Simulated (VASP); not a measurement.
# Si (Fd-3m) in VASP: notebook

The runs below take Si through single point, relaxation of cell and atoms, with LDA.

All numbers are computed with VASP 6.6.1; they aren't measurements. Logs are shortened: lines on timing, memory, paths and dates and some standing lists are left out, and cuts for length are marked.

### Step 1. The cell of the first run

Symmetry: Fd-3m, No. 227, cubic system. The conventional cell has a = 5.402 Å, b = 5.402 Å, c = 5.402 Å, α = 90.00°, β = 90.00°, γ = 90.00°. Si (site symmetry -43m) has 4 Si at 2.34 Å within 3.1 Å.

### Step 2. Single point, LDA

Input file INCAR:

```
SYSTEM = Si
  PREC = Accurate
  ENCUT = 520
  EDIFF = 1E-7
  ISMEAR = 0
  SIGMA = 0.02
  LREAL = .False.
  LASPH = .True.
  NELM = 100
  ALGO = Normal
  ISIF = 2
  LWAVE = .False.
  LCHARG = .False.
  NBANDS = 11
```

Input file KPOINTS:

```
Automatic mesh
0
Gamma
  12 12 12
  0 0 0
```

Input file POSCAR:

```
Si
1.0
    0.0000000000      2.7007989615      2.7007989615
    2.7007989615      0.0000000000      2.7007989615
    2.7007989615      2.7007989615      0.0000000000
Si
2
Direct
    0.5000000000      0.5000000000      0.5000000000
    0.7500000000      0.7500000000      0.7500000000
```

Potentials or basis: VASP PAW LDA potentials, release 64 (Si).

The run is started by

```
$ cat potpaw_LDA.64/Si/POTCAR > POTCAR
$ mpirun -np 1 vasp_std > vasp.out
```

OUTCAR:

```text
SYSTEM = Si
   PREC = Accurate
   ENCUT = 520
   EDIFF = 1E-7
   ISMEAR = 0
   LREAL = .False.
   LASPH = .True.
   NELM = 100
   ISIF = 2

 ion  position               nearest neighbor table
   1  0.500  0.500  0.500-   2 2.34   2 2.34   2 2.34   2 2.34
   2  0.750  0.750  0.750-   1 2.34   1 2.34   1 2.34   1 2.34

  LATTYP: Found a face centered cubic cell.
 ALAT       =     5.4015979230

  Lattice vectors:

 A1 = (   0.0000000000,   2.7007989615,   2.7007989615)
 A2 = (   2.7007989615,   0.0000000000,   2.7007989615)
 A3 = (   2.7007989615,   2.7007989615,   0.0000000000)

Analysis of symmetry for initial positions (statically):
=====================================================================
 Subroutine PRICEL returns:
 Original cell was already a primitive cell.

 Routine SETGRP: Setting up the symmetry group for a
 face centered cubic supercell.

 Subroutine GETGRP returns: Found 48 space group operations
 (whereof 24 operations were pure point group operations)
 out of a pool of 48 trial point group operations.

The static configuration has the point symmetry T_d .
 The point group associated with its full space group is O_h .

Analysis of symmetry for dynamics (positions and initial velocities):
=====================================================================
 Subroutine PRICEL returns:
 Original cell was already a primitive cell.

 Routine SETGRP: Setting up the symmetry group for a
 face centered cubic supercell.

 Subroutine GETGRP returns: Found 48 space group operations
 (whereof 24 operations were pure point group operations)
 out of a pool of 48 trial point group operations.

The dynamic configuration has the point symmetry T_d .
 The point group associated with its full space group is O_h .

 Subroutine INISYM returns: Found 48 space group operations
 (whereof 24 operations are pure point group operations),
 and found     1 'primitive' translations

----------------------------------------------------------------------------------------

                                     Primitive cell

  volume of cell :      39.4010

  direct lattice vectors                    reciprocal lattice vectors
     0.000000000  2.700798961  2.700798961    -0.185130403  0.185130403  0.185130403
     2.700798961  0.000000000  2.700798961     0.185130403 -0.185130403  0.185130403
     2.700798961  2.700798961  0.000000000     0.185130403  0.185130403 -0.185130403

  length of vectors
     3.819506521  3.819506521  3.819506521     0.320655264  0.320655264  0.320655264

  position of ions in fractional coordinates (direct lattice)
     0.500000000  0.500000000  0.500000000
     0.750000000  0.750000000  0.750000000

[... 88 lines left out ...]
   NUPDOWN=      -1.0000    fix difference up-down
   EMIN   =  10.00;   EMAX   =-10.00  energy-range for DOS
   EFERMI =   0.00;   METHOD = LEGACY
   ISMEAR =     0;   SIGMA  =   0.02  broadening in eV -4-tet -1-fermi 0-gaus
   EFERMI_NEDOS =   21; number of points for ismear=-14 and -15
   IALGO  =     38    algorithm
   IMIX   =      4    mixing-type and parameters
     AMIX     =   0.40;   BMIX     =  1.00
     AMIX_MAG =   1.60;   BMIX_MAG =  1.00
  volume/ion in A,a.u.               =      19.70       132.95
  Fermi-wavevector in a.u.,A,eV,Ry     =   0.962209  1.818311 12.596891  0.925845
  Thomas-Fermi vector in A             =   2.091648
   LORBIT       =      0    0 simple, 1 ext, 2 COOP (PROOUT), +10 PAW based schemes
   GGA     = CA    functional components
   LHFCALC =     F    Hartree Fock is set to
   AEXX    =    0.0000 exact exchange contribution
   IVDW    =     0    specifies the selected vdW correction
   LEPSILON=     F    determine dielectric tensor
   LRPA    =     F    only Hartree local field effects (RPA)
 non-spin polarized calculation
 Gauss-broadening in eV      SIGMA  =   0.02
  energy-cutoff  :      520.00
  volume of cell :       39.40
 maximum number of plane-waves:      1074
   NGX = 15   NGY = 15   NGZ = 15

 number of electron       8.0000001 magnetization

 Free energy of the ion-electron system (eV)
  ---------------------------------------------------
  ext. energy  EPLUGINS =         0.00000000
  ---------------------------------------------------
  free energy    TOTEN  =       -11.91974180 eV

  energy without entropy =      -11.91974180  energy(sigma->0) =      -11.91974180

 E-fermi :   6.0952     XC(G=0):  -9.6665

 val. band max:        5.9351168270   @ k =   0.0000   0.0000   0.0000
 cond. band min:       6.3768768808   @ k =   0.4167   0.4167   0.0000
 fundamental gap:      0.4417600538
 Fermi energy:         6.0952366130

 k-point     1 :       0.0000    0.0000    0.0000
  band No.  band energies     occupation
      1      -6.1327      2.00000
      2       5.9351      2.00000
      3       5.9351      2.00000
      4       5.9351      2.00000
      5       8.4662      0.00000
      6       8.4662      0.00000
      7       8.4662      0.00000
      8       9.3296      0.00000
      9      13.6713      0.00000
     10      13.6713      0.00000
     11      13.6816      0.00000
[... 309 lines left out ...]
 k-point    24 :      -0.4167    0.1667    0.0000
  band No.  band energies     occupation
      1      -3.4777      2.00000
      2      -0.9103      2.00000
      3       2.8894      2.00000
      4       4.3222      2.00000
      5       8.0437      0.00000
      6       9.9545      0.00000
      7      10.2925      0.00000
      8      13.8695      0.00000
      9      14.4270      0.00000
     10      14.7097      0.00000
     11      17.0332      0.00000

 [... further k-points ...]

------------------------ aborting loop because EDIFF is reached ----------------------------------------

  FORCE on cell =-STRESS in cart. coord.  units (eV):
  Direction    XX          YY          ZZ          XY          YZ          ZX
  --------------------------------------------------------------------------------------
  -------------------------------------------------------------------------------------
  Total        0.0162702      0.0162702      0.0162702      0.0000000      0.0000000     -0.0000000
  in kB        0.6616036      0.6616036      0.6616036      0.0000000      0.0000000     -0.0000000
  external PRESSURE =       0.6616036 kB  Pullay stress =       0.0000000 kB

 VOLUME and BASIS-vectors are now :
 -----------------------------------------------------------------------------
  energy-cutoff  :      520.00
  volume of cell :       39.40
      direct lattice vectors                 reciprocal lattice vectors
     0.000000000  2.700798961  2.700798961    -0.185130403  0.185130403  0.185130403
     2.700798961  0.000000000  2.700798961     0.185130403 -0.185130403  0.185130403
     2.700798961  2.700798961  0.000000000     0.185130403  0.185130403 -0.185130403

 POSITION                                       TOTAL-FORCE (eV/Angst)
 -----------------------------------------------------------------------------------
      2.70080      2.70080      2.70080        -0.000000     -0.000000     -0.000000
      4.05120      4.05120      4.05120         0.000000      0.000000      0.000000
 -----------------------------------------------------------------------------------
    total drift:                                0.000000      0.000000     -0.000000

  FREE ENERGIE OF THE ION-ELECTRON SYSTEM (eV)
  ---------------------------------------------------
  free  energy   TOTEN  =       -11.9197418029 eV

  energy  without entropy=      -11.9197418029  energy(sigma->0) =      -11.91974180
```

stdout:

```text
POSCAR found type information on POSCAR Si
 POSCAR found :  1 types and       2 ions
 scaLAPACK will be used
 LDA part: xc-table for (Slater(with rela. corr.)+CA(PZ))
 , standard interpolation
 POSCAR, INCAR and KPOINTS ok, starting setup
 FFT: planning ... GRIDC
 FFT: planning ... GRID_SOFT
 FFT: planning ... GRID
 WAVECAR not read
 entering main loop
```

Run time: 13 s. Hardware: 1 thread of Intel Xeon 6975P-C (Granite Rapids), shared host; peak memory 0.14 GiB.

Results:

```yaml
Free_energy: -11.9197 eV
Pressure: 0.1 GPa
Band_gap_on_the_k_mesh: 0.44 eV, indirect (least direct gap 2.53 eV)
```

### Step 3. Relaxation of cell and atoms, LDA

Input file INCAR:

```
PREC = Accurate ; ENCUT = 600
EDIFF = 1E-6 ; ISMEAR = 0
SIGMA = 0.02 ; LREAL = F
LASPH = T ; NELM = 60
ALGO = Normal ; ISIF = 3
LWAVE = F ; LCHARG = F
GGA = CA ; IBRION = 2
NSW = 100 ; EDIFFG = -0.005
```

Input file KPOINTS:

```
regular mesh
0
Gamma
  12 12 12
```

POSCAR is that of step 2.

Potentials or basis: VASP PAW LDA potentials, release 64 (Si).

The run is started by

```
$ cat potpaw_LDA.64/Si/POTCAR > POTCAR
$ mpirun -np 1 vasp_std > vasp.out
```

It took 17 s on 1 thread of Intel Xeon 6975P-C (Granite Rapids), shared host; peak memory 0.15 GiB.

Results (log left out):

| Quantity | Value |
| --- | --- |
| Free energy | -11.9199 eV |
| Relaxed volume | 19.72 Å³/atom |
| Relaxed cell | a = 3.820 Å, b = 3.820 Å, c = 3.820 Å, α = 60.00°, β = 60.00°, γ = 60.00° |
| Space group after relaxing (to 0.05 Å) | Fd-3m (No. 227) |
| Energy gained by relaxing | 0.0 meV/atom |
| Ionic steps | 3 |
| Pressure after relaxing | 0.0 GPa |
| Band gap on the k mesh | 0.44 eV, indirect (least direct gap 2.53 eV) |

Final structure:
```
Si
1.0
     0.00000    2.70148    2.70148
     2.70148    0.00000    2.70148
     2.70148    2.70148    0.00000
Si
2
Direct
  0.50000 0.50000 0.50000
  0.75000 0.75000 0.75000
```

Levels at points of the mesh, in eV from the valence-band top:
| k point | band 2 | band 3 | band 4 | band 5 | band 6 | band 7 |
| --- | --- | --- | --- | --- | --- | --- |
| (0.00, 0.00, 0.00) | 0.00 | 0.00 | 0.00 | 2.53 | 2.53 | 2.53 |
| (0.50, 0.00, 0.00) | -7.06 | -1.21 | -1.21 | 1.48 | 3.29 | 3.29 |
| (0.50, 0.50, 0.00) | -7.86 | -2.89 | -2.89 | 0.58 | 0.58 | 10.11 |
